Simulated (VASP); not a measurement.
# Zr (P-6m2) in VASP: single point with PBE

Aim: the single point of Zr with PBE.

Program: VASP 6.6.1. These are calculated values, not measurements. Logs are shortened: lines on timing, memory, paths and dates and some standing lists are left out, and cuts for length are marked.

## 1. The cell of the first run

The structure is hexagonal, space group P-6m2 (No. 187). The conventional cell has a = 3.227 Å, b = 3.227 Å, c = 20.756 Å, α = 90.00°, β = 90.00°, γ = 120.00°. Zr (site symmetry 3m) has 12 Zr at 3.18 to 3.23 Å within 4.2 Å. Within 4.2 Å of Zr (site symmetry 3m) lie 12 Zr at 3.18 to 3.23 Å. Within 4.2 Å of Zr (site symmetry 3m) lie 12 Zr at 3.19 to 3.23 Å. Within 4.2 Å of Zr (site symmetry -6m2) lie 12 Zr at 3.19 to 3.23 Å. Within 4.2 Å of Zr (site symmetry -6m2) lie 12 Zr at 3.21 to 3.23 Å.

## 2. Single point, PBE

Contents of INCAR:

```
  ALGO = Fast
  EDIFF = 1E-6
  ENCUT = 520
  GGA = PE
  ISIF = 2
  ISMEAR = 0
  LASPH = T
  LCHARG = T
  LELF = T
  LREAL = F
  LVHAR = T
  LWAVE = F
  NBANDS = 58
  NELM = 80
  PREC = Accurate
  SIGMA = 0.1
```

Contents of KPOINTS:

```
k-points
0
Gamma
  18 18 2
```

Contents of POSCAR:

```
Zr
1.0
    3.2270958861      0.0000000000      0.0000000000
   -1.6135479431      2.7947470178      0.0000000000
    0.0000000000      0.0000000000     20.7558639616
Zr
8
Direct
    0.0000000000      0.0000000000      0.0007117018
    0.3333333333      0.6666666667      0.1248107341
    0.0000000000      0.0000000000      0.2505235722
    0.3333333333      0.6666666667      0.3750000000
    0.0000000000      0.0000000000      0.4994764278
    0.3333333333      0.6666666667      0.6251892659
    0.0000000000      0.0000000000      0.7492882982
    0.6666666667      0.3333333333      0.8750000000
```

Potentials or basis: VASP PAW PBE potentials, release 64 (Zr_sv).

The run is started by

```
$ cat potpaw_PBE.64/Zr_sv/POTCAR > POTCAR
$ mpirun -np 1 vasp_std > vasp.out
```

OUTCAR:

```text
EDIFF = 1E-6
   ENCUT = 520
   GGA = PE
   ISIF = 2
   ISMEAR = 0
   LASPH = T
   LREAL = F
   NELM = 80
   PREC = Accurate

 ion  position               nearest neighbor table
   1  0.000  0.000  0.001-   2 3.18   2 3.18   2 3.18   8 3.21   8 3.21   8 3.21
   2  0.333  0.667  0.125-   1 3.18   1 3.18   1 3.18   3 3.21   3 3.21   3 3.21
   3  0.000  0.000  0.251-   4 3.19   4 3.19   4 3.19   2 3.21   2 3.21   2 3.21
   4  0.333  0.667  0.375-   3 3.19   5 3.19   3 3.19   5 3.19   3 3.19   5 3.19
   5  0.000  0.000  0.499-   4 3.19   4 3.19   4 3.19   6 3.21   6 3.21   6 3.21
   6  0.333  0.667  0.625-   7 3.18   7 3.18   7 3.18   5 3.21   5 3.21   5 3.21
   7  0.000  0.000  0.749-   6 3.18   6 3.18   6 3.18   8 3.21   8 3.21   8 3.21
   8  0.667  0.333  0.875-   1 3.21   7 3.21   1 3.21   7 3.21   1 3.21   7 3.21

  LATTYP: Found a hexagonal cell.
 ALAT       =     3.2270958861
 C/A-ratio  =     6.4317469001

  Lattice vectors:

 A1 = (   3.2270958861,   0.0000000000,   0.0000000000)
 A2 = (  -1.6135479431,   2.7947470178,   0.0000000000)
 A3 = (   0.0000000000,   0.0000000000,  20.7558639616)

Analysis of symmetry for initial positions (statically):
=====================================================================
 Subroutine PRICEL returns:
 Original cell was already a primitive cell.

 Routine SETGRP: Setting up the symmetry group for a
 hexagonal supercell.

 Subroutine GETGRP returns: Found 12 space group operations
 (whereof  6 operations were pure point group operations)
 out of a pool of 24 trial point group operations.

The static configuration has the point symmetry C_3v.
 The point group associated with its full space group is D_3h.

Analysis of symmetry for dynamics (positions and initial velocities):
=====================================================================
 Subroutine PRICEL returns:
 Original cell was already a primitive cell.

 Routine SETGRP: Setting up the symmetry group for a
 hexagonal supercell.

 Subroutine GETGRP returns: Found 12 space group operations
 (whereof  6 operations were pure point group operations)
 out of a pool of 24 trial point group operations.

The dynamic configuration has the point symmetry C_3v.
 The point group associated with its full space group is D_3h.

 Subroutine INISYM returns: Found 12 space group operations
 (whereof  6 operations are pure point group operations),
 and found     1 'primitive' translations

----------------------------------------------------------------------------------------

                                     Primitive cell

  volume of cell :     187.1954

  direct lattice vectors                    reciprocal lattice vectors
     3.227095886  0.000000000  0.000000000     0.309876135  0.178907070  0.000000000
    -1.613547943  2.794747018  0.000000000     0.000000000  0.357814140  0.000000000
     0.000000000  0.000000000 20.755863962     0.000000000  0.000000000  0.048179156

  length of vectors
     3.227095886  3.227095886 20.755863962     0.357814140  0.357814140  0.048179156

  position of ions in fractional coordinates (direct lattice)
     0.000000000  0.000000000  0.000711702
     0.333333333  0.666666667  0.124810734
     0.000000000  0.000000000  0.250523572
     0.333333333  0.666666667  0.375000000
     0.000000000  0.000000000  0.499476428
     0.333333333  0.666666667  0.625189266
     0.000000000  0.000000000  0.749288298
     0.666666667  0.333333333  0.875000000

  ion indices of the primitive-cell ions
   primitive index   ion index
                 1           1
                 2           2
                 3           3
                 4           4
                 5           5
                 6           6
                 7           7
                 8           8

----------------------------------------------------------------------------------------

 KPOINTS: k-points

Automatic generation of k-mesh.
 Grid dimensions read from file:
 generate k-points for:   18   18    2

 Generating k-lattice:

  Cartesian coordinates                     Fractional coordinates (reciprocal lattice)
     0.017215341  0.009939282  0.000000000     0.055555556  0.000000000  0.000000000
     0.000000000  0.019878563  0.000000000     0.000000000  0.055555556  0.000000000
     0.000000000  0.000000000  0.024089578     0.000000000  0.000000000  0.500000000

  Length of vectors
     0.019878563  0.019878563  0.024089578

  Shift w.r.t. Gamma in fractional coordinates (k-lattice)
     0.000000000  0.000000000  0.000000000

 Subroutine IBZKPT returns following result:
 ===========================================

 Found     74 irreducible k-points:

 Following reciprocal coordinates:
            Coordinates               Weight
  0.000000  0.000000  0.000000      1.000000
  0.055556  0.000000  0.000000      6.000000
  0.111111  0.000000  0.000000      6.000000
  0.166667  0.000000  0.000000      6.000000
  0.222222  0.000000  0.000000      6.000000
  0.277778  0.000000  0.000000      6.000000
[... 16 lines left out ...]
  0.333333  0.111111  0.000000     12.000000
  0.388889  0.111111  0.000000     12.000000
 [... further k-points ...]
   k-points           NKPTS =     74   k-points in BZ     NKDIM =     74   number of bands    NBANDS=     58
   number of dos      NEDOS =    301   number of ions     NIONS =      8
   total plane-waves  NPLWV =  92160
   dimension x,y,z NGX =    24 NGY =   24 NGZ =  160
   dimension x,y,z NGXF=    48 NGYF=   48 NGZF=  320
   ions per type =               8
   NGX,Y,Z   is equivalent  to a cutoff of  12.36, 12.36, 12.82 a.u.
   NGXF,Y,Z  is equivalent  to a cutoff of  24.73, 24.73, 25.63 a.u.
 SYSTEM =  unknown system
   PREC   = accura    normal or accurate (medium, high low for compatibility)
   ISTART =      0    job   : 0-new  1-cont  2-samecut
   ICHARG =      2    charge: 1-file 2-atom 10-const
   ISPIN  =      1    spin polarized calculation?
   LNONCOLLINEAR =      F non collinear calculations
   LSORBIT =      F    spin-orbit coupling
   LASPH  =      T    aspherical Exc in radial PAW
   ENCUT  =  520.0 eV  38.22 Ry    6.18 a.u.   6.00  6.00 38.59*2*pi/ulx,y,z
   NELM   =     80;   NELMIN=  2; NELMDL= -5     # of ELM steps
   EDIFF  = 0.1E-05   stopping-criterion for ELM
   LREAL  =      F    real-space projection
   EDIFFG = 0.1E-04   stopping-criterion for IOM
   NSW    =      0    number of steps for IOM
   IBRION =     -1    ionic relax: 0-MD 1-quasi-New 2-CG
   NFREE  =      0    steps in history (QN), initial steepest desc. (CG)
   ISIF   =      2    stress and relaxation
   ISYM   =      2    0-nonsym 1-usesym 2-fastsym
   POTIM  = 0.5000    time-step for ionic-motion
   TEBEG  =    0.0;   TEEND  =   0.0 temperature during run
   PSTRESS=    0.0 pullay stress
   NELECT =      96.0000    total number of electrons
   NUPDOWN=      -1.0000    fix difference up-down
   EMIN   =  10.00;   EMAX   =-10.00  energy-range for DOS
   EFERMI =   0.00;   METHOD = LEGACY
   ISMEAR =     0;   SIGMA  =   0.10  broadening in eV -4-tet -1-fermi 0-gaus
   EFERMI_NEDOS =   21; number of points for ismear=-14 and -15
   IALGO  =     68    algorithm
   IMIX   =      4    mixing-type and parameters
     AMIX     =   0.40;   BMIX     =  1.00
     AMIX_MAG =   1.60;   BMIX_MAG =  1.00
  volume/ion in A,a.u.               =      23.40       157.91
  Fermi-wavevector in a.u.,A,eV,Ry     =   1.310389  2.476276 23.362820  1.717119
  Thomas-Fermi vector in A             =   2.440922
   LORBIT       =      0    0 simple, 1 ext, 2 COOP (PROOUT), +10 PAW based schemes
   GGA     = PE    functional components
   LHFCALC =     F    Hartree Fock is set to
   AEXX    =    0.0000 exact exchange contribution
   IVDW    =     0    specifies the selected vdW correction
   LEPSILON=     F    determine dielectric tensor
   LRPA    =     F    only Hartree local field effects (RPA)
 non-spin polarized calculation
 RMM-DIIS sequential band-by-band and
 Gauss-broadening in eV      SIGMA  =   0.10
  energy-cutoff  :      520.00
  volume of cell :      187.20
 maximum number of plane-waves:      5130
   NGX = 13   NGY = 13   NGZ = 77

 number of electron      96.0000003 magnetization

 Free energy of the ion-electron system (eV)
  ---------------------------------------------------
  ext. energy  EPLUGINS =         0.00000000
  ---------------------------------------------------
  free energy    TOTEN  =       -68.00434634 eV

  energy without entropy =      -67.95347453  energy(sigma->0) =      -67.97891043

 E-fermi :   8.8851     XC(G=0): -11.0596

 val. band max:        8.8793728552   @ k =   0.1667   0.1111   0.0000
 cond. band min:       8.8899454838   @ k =   0.1111   0.0000   0.5000
 fundamental gap:      0.0105726286
 Fermi energy:         8.8851416419

 k-point     1 :       0.0000    0.0000    0.0000
  band No.  band energies     occupation
      1     -39.9210      2.00000
      2     -39.8856      2.00000
      3     -39.8761      2.00000
      4     -39.8349      2.00000
      5     -39.8299      2.00000
      6     -39.7914      2.00000
[... 50 lines left out ...]
     57      10.0232      0.00000
     58      10.1156      0.00000

 k-point     2 :       0.0556    0.0000    0.0000
  band No.  band energies     occupation
      1     -39.9175      2.00000
      2     -39.8824      2.00000
      3     -39.8729      2.00000
      4     -39.8323      2.00000
      5     -39.8273      2.00000
      6     -39.7896      2.00000
[... 50 lines left out ...]
     57      10.0458      0.00000
     58      10.1277      0.00000

 k-point     3 :       0.1111    0.0000    0.0000
  band No.  band energies     occupation
      1     -39.9076      2.00000
      2     -39.8731      2.00000
      3     -39.8635      2.00000
      4     -39.8248      2.00000
      5     -39.8200      2.00000
      6     -39.7843      2.00000
[... 1216 lines left out ...]
      3     -39.7717      2.00000
      4     -39.7534      2.00000
      5     -39.7530      2.00000
      6     -39.7402      2.00000
[... 50 lines left out ...]
     57      10.1206      0.00000
     58      10.2982      0.00000

 k-point    24 :       0.3889    0.1111    0.0000
  band No.  band energies     occupation
      1     -39.7949      2.00000
      2     -39.7702      2.00000
      3     -39.7626      2.00000
      4     -39.7466      2.00000
      5     -39.7461      2.00000
      6     -39.7347      2.00000
[... 50 lines left out ...]
     57      10.3882      0.00000
     58      10.4535      0.00000

 [... further k-points ...]
[... 5 lines left out ...]
  --------------------------------------------------------------------------------------
  -------------------------------------------------------------------------------------
  Total        0.0384850      0.0384850      0.0177607     -0.0000000      0.0000000      0.0000000
  in kB        0.3293876      0.3293876      0.1520114     -0.0000000      0.0000000      0.0000000
  external PRESSURE =       0.2702622 kB  Pullay stress =       0.0000000 kB

 VOLUME and BASIS-vectors are now :
 -----------------------------------------------------------------------------
  energy-cutoff  :      520.00
  volume of cell :      187.20
      direct lattice vectors                 reciprocal lattice vectors
     3.227095886  0.000000000  0.000000000     0.309876135  0.178907070  0.000000000
    -1.613547943  2.794747018  0.000000000     0.000000000  0.357814140  0.000000000
     0.000000000  0.000000000 20.755863962     0.000000000  0.000000000  0.048179156

 POSITION                                       TOTAL-FORCE (eV/Angst)
 -----------------------------------------------------------------------------------
      0.00000      0.00000      0.01477         0.000000     -0.000000     -0.003153
     -0.00000      1.86316      2.59055        -0.000000      0.000000      0.004584
      0.00000      0.00000      5.19983         0.000000     -0.000000      0.000456
     -0.00000      1.86316      7.78345         0.000000      0.000000     -0.000000
      0.00000      0.00000     10.36706         0.000000     -0.000000     -0.000456
     -0.00000      1.86316     12.97634        -0.000000      0.000000     -0.004584
      0.00000      0.00000     15.55213         0.000000     -0.000000      0.003153
      1.61355      0.93158     18.16138         0.000000      0.000000      0.000000
 -----------------------------------------------------------------------------------
    total drift:                                0.000001     -0.000000     -0.000000

  FREE ENERGIE OF THE ION-ELECTRON SYSTEM (eV)
  ---------------------------------------------------
  free  energy   TOTEN  =       -68.0043463420 eV

  energy  without entropy=      -67.9534745262  energy(sigma->0) =      -67.97891043
```

It took 21 min on 1 thread of Intel Xeon Platinum 8375C at 2.90GHz (Ice Lake), shared host; peak memory 0.64 GiB.

What came out:

```
Free energy            : -68.0043 eV
Pressure               : 0.0 GPa
Largest force          : 0.005 eV/Å
Band gap on the k mesh : zero (band 48 reaches 9.65 eV, above the bottom of band 49 at 8.55 eV)
```

Forces in eV/Å, atoms in the order of the input:
```
Zr   0.000  0.000 -0.003
Zr   0.000  0.000  0.005
Zr   0.000  0.000  0.000
Zr   0.000  0.000  0.000
Zr   0.000  0.000  0.000
Zr   0.000  0.000 -0.005
Zr   0.000  0.000  0.003
Zr   0.000  0.000  0.000
```
